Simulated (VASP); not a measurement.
# B3C (I4/mmm) in VASP: relaxation of cell and atoms with PBE

Aim: the relaxation of cell and atoms of B3C with PBE.

Program: VASP 6.6.1. These are calculated values, not measurements. Logs are shortened: lines on timing, memory, paths and dates and some standing lists are left out, and cuts for length are marked.

## (1) The cell of the first run

The structure is tetragonal, space group I4/mmm (No. 139). Conventional cell: a = 2.895 Å, b = 2.895 Å, c = 6.467 Å, α = 90.00°, β = 90.00°, γ = 90.00°. B (site symmetry 4/mmm) has 4 C at 2.05 Å and 8 B at 2.17 Å within 2.7 Å. Within 2.7 Å of B (site symmetry -4m2) lie 8 B at 2.05 to 2.17 Å and 4 C at 2.17 Å. Within 2.7 Å of C (site symmetry 4/mmm) lie 12 B at 2.05 to 2.17 Å.

## (2) Relaxation of cell and atoms, PBE

File INCAR:

```
  PREC = Accurate
  ENCUT = 1300
  EDIFF = 1E-7
  ISMEAR = 0
  SIGMA = 0.1
  LREAL = F
  LASPH = T
  NELM = 120
  ALGO = Normal
  ISIF = 3
  LWAVE = F
  LCHARG = F
  GGA = PE
  IBRION = 2
  NSW = 90
  EDIFFG = -0.04
  GGA_COMPAT = F
  NELMIN = 4
```

File KPOINTS:

```
Automatic mesh
0
Gamma
  8 8 8
```

File POSCAR:

```
B3C
1.0
   -1.4476532462      1.4476532462      3.2337189395
    1.4476532462     -1.4476532462      3.2337189395
    1.4476532462      1.4476532462     -3.2337189395
B C
3 1
Direct
    0.5000000000      0.5000000000      0.0000000000
    0.2500000000      0.7500000000      0.5000000000
    0.7500000000      0.2500000000      0.5000000000
    0.0000000000      0.0000000000      0.0000000000
```

Potentials or basis: VASP PAW PBE potentials, release 64 (B_h, C_h).

Run with:

```sh
cat potpaw_PBE.64/B_h/POTCAR potpaw_PBE.64/C_h/POTCAR > POTCAR
mpirun -np 1 vasp_std > vasp.out
```

OUTCAR:

```text
PREC = Accurate
   ENCUT = 1300
   EDIFF = 1E-7
   ISMEAR = 0
   LREAL = F
   LASPH = T
   NELM = 120
   ISIF = 3
   GGA = PE
   IBRION = 2
   NSW = 90
   EDIFFG = -0.04
   NELMIN = 4

 ion  position               nearest neighbor table
   1  0.500  0.500  0.000-
   2  0.250  0.750  0.500-
   3  0.750  0.250  0.500-
   4  0.000  0.000  0.000-

  LATTYP: Found a body centered tetragonal cell.
 ALAT       =     2.8953064924
 C/A-ratio  =     2.2337662337

  Lattice vectors:

 A1 = (  -1.4476532462,   1.4476532462,   3.2337189395)
 A2 = (   1.4476532462,  -1.4476532462,   3.2337189395)
 A3 = (   1.4476532462,   1.4476532462,  -3.2337189395)

Analysis of symmetry for initial positions (statically):
=====================================================================
 Subroutine PRICEL returns:
 Original cell was already a primitive cell.

 Routine SETGRP: Setting up the symmetry group for a
 body centered tetragonal supercell.

 Subroutine GETGRP returns: Found 16 space group operations
 (whereof 16 operations were pure point group operations)
 out of a pool of 16 trial point group operations.

The static configuration has the point symmetry D_4h.

Analysis of symmetry for dynamics (positions and initial velocities):
=====================================================================
 Subroutine PRICEL returns:
 Original cell was already a primitive cell.

 Routine SETGRP: Setting up the symmetry group for a
 body centered tetragonal supercell.

 Subroutine GETGRP returns: Found 16 space group operations
 (whereof 16 operations were pure point group operations)
 out of a pool of 16 trial point group operations.

The dynamic configuration has the point symmetry D_4h.

 Subroutine INISYM returns: Found 16 space group operations
 (whereof 16 operations are pure point group operations),
 and found     1 'primitive' translations

----------------------------------------------------------------------------------------

                                     Primitive cell

  volume of cell :      27.1076

  direct lattice vectors                    reciprocal lattice vectors
    -1.447653246  1.447653246  3.233718940     0.000000000  0.345386577  0.154620735
     1.447653246 -1.447653246  3.233718940     0.345386577  0.000000000  0.154620735
     1.447653246  1.447653246 -3.233718940     0.345386577  0.345386577  0.000000000

  length of vectors
     3.827314727  3.827314727  3.827314727     0.378417045  0.378417045  0.488450382

  position of ions in fractional coordinates (direct lattice)
     0.500000000  0.500000000  0.000000000
     0.250000000  0.750000000  0.500000000
     0.750000000  0.250000000  0.500000000
     0.000000000  0.000000000  0.000000000

  ion indices of the primitive-cell ions
   primitive index   ion index
                 1           1
                 2           2
                 3           3
                 4           4

----------------------------------------------------------------------------------------

 KPOINTS: Automatic mesh

Automatic generation of k-mesh.
 Grid dimensions read from file:
 generate k-points for:    8    8    8

 Generating k-lattice:

  Cartesian coordinates                     Fractional coordinates (reciprocal lattice)
     0.000000000  0.043173322  0.019327592     0.125000000  0.000000000  0.000000000
     0.043173322  0.000000000  0.019327592     0.000000000  0.125000000  0.000000000
     0.043173322  0.043173322  0.000000000     0.000000000  0.000000000  0.125000000

  Length of vectors
     0.047302131  0.047302131  0.061056298

  Shift w.r.t. Gamma in fractional coordinates (k-lattice)
     0.000000000  0.000000000  0.000000000

 Subroutine IBZKPT returns following result:
 ===========================================

 Found     59 irreducible k-points:

 Following reciprocal coordinates:
            Coordinates               Weight
  0.000000  0.000000  0.000000      1.000000
  0.125000 -0.000000  0.000000      8.000000
  0.250000 -0.000000  0.000000      8.000000
  0.375000 -0.000000  0.000000      8.000000
  0.500000 -0.000000  0.000000      4.000000
  0.125000  0.125000  0.000000      8.000000
[... 16 lines left out ...]
  0.250000  0.125000  0.125000     16.000000
  0.375000  0.125000  0.125000      8.000000
 [... further k-points ...]
   k-points           NKPTS =     59   k-points in BZ     NKDIM =     59   number of bands    NBANDS=     10
   number of dos      NEDOS =    301   number of ions     NIONS =      4
   total plane-waves  NPLWV = 110592
   dimension x,y,z NGX =    48 NGY =   48 NGZ =   48
   dimension x,y,z NGXF=    96 NGYF=   96 NGZF=   96
   ions per type =               3   1
   NGX,Y,Z   is equivalent  to a cutoff of  20.85, 20.85, 20.85 a.u.
   NGXF,Y,Z  is equivalent  to a cutoff of  41.70, 41.70, 41.70 a.u.
 SYSTEM =  unknown system
   PREC   = accura    normal or accurate (medium, high low for compatibility)
   ISTART =      0    job   : 0-new  1-cont  2-samecut
   ICHARG =      2    charge: 1-file 2-atom 10-const
   ISPIN  =      1    spin polarized calculation?
   LNONCOLLINEAR =      F non collinear calculations
   LSORBIT =      F    spin-orbit coupling
   LASPH  =      T    aspherical Exc in radial PAW
   ENCUT  = 1300.0 eV  95.55 Ry    9.77 a.u.  11.25 11.25 11.25*2*pi/ulx,y,z
   NELM   =    120;   NELMIN=  4; NELMDL= -5     # of ELM steps
   EDIFF  = 0.1E-06   stopping-criterion for ELM
   LREAL  =      F    real-space projection
   EDIFFG = -.4E-01   stopping-criterion for IOM
   NSW    =     90    number of steps for IOM
   IBRION =      2    ionic relax: 0-MD 1-quasi-New 2-CG
   NFREE  =      1    steps in history (QN), initial steepest desc. (CG)
   ISIF   =      3    stress and relaxation
   ISYM   =      2    0-nonsym 1-usesym 2-fastsym
   POTIM  = 0.5000    time-step for ionic-motion
   TEBEG  =    0.0;   TEEND  =   0.0 temperature during run
   PSTRESS=    0.0 pullay stress
   NELECT =      13.0000    total number of electrons
   NUPDOWN=      -1.0000    fix difference up-down
   EMIN   =  10.00;   EMAX   =-10.00  energy-range for DOS
   EFERMI =   0.00;   METHOD = LEGACY
   ISMEAR =     0;   SIGMA  =   0.10  broadening in eV -4-tet -1-fermi 0-gaus
   EFERMI_NEDOS =   21; number of points for ismear=-14 and -15
   IALGO  =     38    algorithm
   IMIX   =      4    mixing-type and parameters
     AMIX     =   0.40;   BMIX     =  1.00
     AMIX_MAG =   1.60;   BMIX_MAG =  1.00
  volume/ion in A,a.u.               =       6.78        45.73
  Fermi-wavevector in a.u.,A,eV,Ry     =   1.281422  2.421536 22.341341  1.642042
  Thomas-Fermi vector in A             =   2.413793
   LORBIT       =      0    0 simple, 1 ext, 2 COOP (PROOUT), +10 PAW based schemes
   GGA     = PE    functional components
   LHFCALC =     F    Hartree Fock is set to
   AEXX    =    0.0000 exact exchange contribution
   IVDW    =     0    specifies the selected vdW correction
   LEPSILON=     F    determine dielectric tensor
   LRPA    =     F    only Hartree local field effects (RPA)
 conjugate gradient relaxation of ions
 non-spin polarized calculation
 Gauss-broadening in eV      SIGMA  =   0.10
  energy-cutoff  :     1300.00
  volume of cell :       27.11
 maximum number of plane-waves:      2910
 NGX is ok and might be reduce to    48
   NGX = 23   NGY = 23   NGZ = 23

--------------------------------------- Ionic step        1  -------------------------------------------

 number of electron      13.0000000 magnetization

 Free energy of the ion-electron system (eV)
  ---------------------------------------------------
  ext. energy  EPLUGINS =         0.00000000
  ---------------------------------------------------
  free energy    TOTEN  =       -20.49726576 eV

  energy without entropy =      -20.48918615  energy(sigma->0) =      -20.49322596

------------------------ aborting loop because EDIFF is reached ----------------------------------------

  FORCE on cell =-STRESS in cart. coord.  units (eV):
  Direction    XX          YY          ZZ          XY          YZ          ZX
  --------------------------------------------------------------------------------------
  -------------------------------------------------------------------------------------
  Total       -5.1107484     -5.1107484      0.3813457      0.0000000      0.0000000      0.0000000
  in kB     -302.0673061   -302.0673061     22.5391782      0.0000000      0.0000000      0.0000000
  external PRESSURE =    -193.8651447 kB  Pullay stress =       0.0000000 kB
[... 95 lines left out ...]
  FREE ENERGIE OF THE ION-ELECTRON SYSTEM (eV)
  ---------------------------------------------------
  free  energy   TOTEN  =       -20.9222188783 eV

  energy  without entropy=      -20.9153651729  energy(sigma->0) =      -20.91879203

 E-fermi :  10.2338     XC(G=0): -12.8099

 val. band max:       10.2078715415   @ k =   0.5000   0.5000   0.3750
 cond. band min:      10.2360110127   @ k =   0.5000   0.5000   0.0000
 fundamental gap:      0.0281394712
 Fermi energy:        10.2338073687

 k-point     1 :       0.0000    0.0000    0.0000
  band No.  band energies     occupation
      1      -7.7630      2.00000
      2      -0.5096      2.00000
      3       0.4617      2.00000
      4       8.2702      2.00000
      5       8.2702      2.00000
      6       9.7642      2.00000
      7       9.7642      2.00000
      8      15.1430      0.00000
      9      16.7100      0.00000
     10      17.3298      0.00000
[... 287 lines left out ...]
 k-point    24 :       0.3750    0.1250    0.1250
  band No.  band energies     occupation
      1      -2.2763      2.00000
      2      -0.8948      2.00000
      3       1.9498      2.00000
      4       2.2837      2.00000
      5       7.0594      2.00000
      6       8.6661      2.00000
      7      10.1401      1.81487
      8      10.7025      0.00000
      9      11.8295      0.00000
     10      12.4411      0.00000

 [... further k-points ...]

[... ionic steps 4 to 11 ...]

--------------------------------------- Ionic step       12  -------------------------------------------

 number of electron      13.0000000 magnetization

------------------------ aborting loop because EDIFF is reached ----------------------------------------

  FORCE on cell =-STRESS in cart. coord.  units (eV):
  Direction    XX          YY          ZZ          XY          YZ          ZX
  --------------------------------------------------------------------------------------
  -------------------------------------------------------------------------------------
  Total       -1.8781773     -1.8781773     -0.5264364      0.0000000      0.0000000      0.0000000
  in kB      -95.7165207    -95.7165207    -26.8284878      0.0000000      0.0000000      0.0000000
  external PRESSURE =     -72.7538430 kB  Pullay stress =       0.0000000 kB
[... 61 lines left out ...]
  energy  without entropy=      -21.9225105909  energy(sigma->0) =      -21.92664750

--------------------------------------- Ionic step       14  -------------------------------------------

 number of electron      13.0000000 magnetization

 Free energy of the ion-electron system (eV)
  ---------------------------------------------------
  ext. energy  EPLUGINS =         0.00000000
  ---------------------------------------------------
  free energy    TOTEN  =       -21.93143490 eV

  energy without entropy =      -21.92338932  energy(sigma->0) =      -21.92741211

 E-fermi :   8.0479     XC(G=0): -11.9907

 val. band max:        8.0072944332   @ k =   0.2500  -0.0000   0.0000
 cond. band min:       8.0486170332   @ k =  -0.1250   0.1250   0.1250
 fundamental gap:      0.0413226001
 Fermi energy:         8.0479305668

 k-point     1 :       0.0000    0.0000    0.0000
  band No.  band energies     occupation
      1      -8.4074      2.00000
      2      -4.2798      2.00000
      3      -0.4937      2.00000
      4       6.7727      2.00000
      5       6.7727      2.00000
      6       8.0642      0.81835
      7       8.0642      0.81835
      8       9.8096      0.00000
      9      15.3811      0.00000
     10      17.0917      0.00000
[... 330 lines left out ...]
  FREE ENERGIE OF THE ION-ELECTRON SYSTEM (eV)
  ---------------------------------------------------
  free  energy   TOTEN  =       -21.9314348972 eV

  energy  without entropy=      -21.9233893217  energy(sigma->0) =      -21.92741211

 reached required accuracy - stopping structural energy minimisation
```

It took 20 min on 1 thread of AMD EPYC 7R43 (Zen 3), shared host; peak memory 0.32 GiB.

What came out:

```
Free energy                           : -21.9314 eV
Relaxed volume                        : 7.52 Å³/atom
Relaxed cell                          : a = 5.109 Å, b = 5.109 Å, c = 5.109 Å, α = 151.61°, β = 151.61°, γ = 40.59°
Space group after relaxing (to 0.1 Å) : I4/mmm (No. 139)
Energy gained by relaxing             : 358.5 meV/atom
Ionic steps                           : 14
Pressure after relaxing               : 0.0 GPa
Band gap on the k mesh                : zero (an odd number of electrons rules out a gap without spin polarisation)
```

Step by step:
```csv
step,energy change (eV),largest force (eV/Å),pressure (GPa),volume (Å³)
1,0.0000,0.0000,-19.39,27.11
2,-0.4161,0.0000,4.05,23.98
3,-0.4250,0.0000,8.46,23.60
4,-0.6758,0.0000,10.24,23.94
5,-1.0590,0.0000,22.78,24.57
6,-1.2004,0.0000,12.21,25.88
7,-1.3303,0.0000,-1.43,28.29
8,-1.3373,0.0000,-3.68,28.86
9,-1.3438,0.0000,-8.30,30.01
10,-1.4010,0.0000,-7.54,31.24
11,-1.4026,0.0000,-6.79,31.67
12,-1.4036,0.0000,-7.28,31.44
13,-1.4335,0.0000,-1.13,30.28
14,-1.4342,0.0000,0.00,30.10
```

Final structure:
```yaml
crystal:
  lattice:
    - [-1.25306, 1.25306, 4.79184]
    - [1.25306, -1.25306, 4.79184]
    - [1.25306, 1.25306, -4.79184]
  atoms:
    - { symbol: B, position: [0.50000, 0.50000, 0.00000] }
    - { symbol: B, position: [0.25000, 0.75000, 0.50000] }
    - { symbol: B, position: [0.75000, 0.25000, 0.50000] }
    - { symbol: C, position: [0.00000, 0.00000, 0.00000] }
```

Caveat: a cell axis changed by over 15 % at a fixed basis, so the end point is rough; an odd number of electrons without spin polarisation forces a metal; a magnetic or distorted state may lie lower.

The gap in the log of VASP goes by the Fermi energy; the results here count the filled bands.